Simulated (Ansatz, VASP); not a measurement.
# One calculation of Si, two programs

```
Si
1.0
    -0.01511    2.72212    2.72212
     2.72212   -0.01511    2.72212
     2.70701    2.70701    0.00000
Si
2
Direct
  0.99930 0.99930 0.00070
  0.25070 0.25070 0.24930
```

Change from the starting cell: shear_xy strain -1.1%.

Alike in both runs: task single point; functional PBE; k mesh 8 × 8 × 8; occupations fermi-dirac, width 0.02 eV; no spin polarisation.

|  | VASP | Ansatz |
| --- | --- | --- |
| version | VASP 6.6.1 | Ansatz 0.2.0 |
| potentials or method | VASP PAW PBE potentials, release 64 (Si) | plane waves, PAW |
| plane-wave cutoff (eV) | 520 | 420 |
| valence electrons in the cell | 8 | 8 |

```tsv
	VASP	Ansatz	Ansatz less VASP
pressure (GPa)	1.2	1.3	+0.08
traceless stress, the component that is largest in VASP (GPa)	0.86	0.85	-0.006
```
